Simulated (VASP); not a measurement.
Runs of VASP 6.6.1 on ScIn3. The structure is that of space group Pm-3m (No. 221), or close to it. The cells are those of the table. 

```tsv
cell	gap on the mesh (eV)	pressure (GPa)
a = 4.400 Å, 4 atoms	none	-0.4
a = 4.338 Å, 4 atoms	none	3.1
a = 4.632 Å, 4 atoms	none	(a)
a = 4.576 Å, 4 atoms	none	(b)
a = 4.274 Å, 4 atoms	none	7.7
```

Alike in all rows: task single point; level LDA; potentials or basis VASP PAW LDA potentials, release 64 (Sc_sv, In_d); no spin polarisation; k mesh 5 × 5 × 5; cutoff (eV) 520; smearing methfessel-paxton 0.05 eV.

Estimate the missing entries.

(a) -8.2; (b) -7.0.

Caveats: spin-orbit coupling is left out, which moves the levels of the heavy elements; the cell stands under pressure (at least some runs); the cell stands under tension (at least some runs).

A k mesh can miss the band edges, and the runs leave out spin-orbit coupling on In.

A gap of «none» marks levels without a gap at the run's occupations.
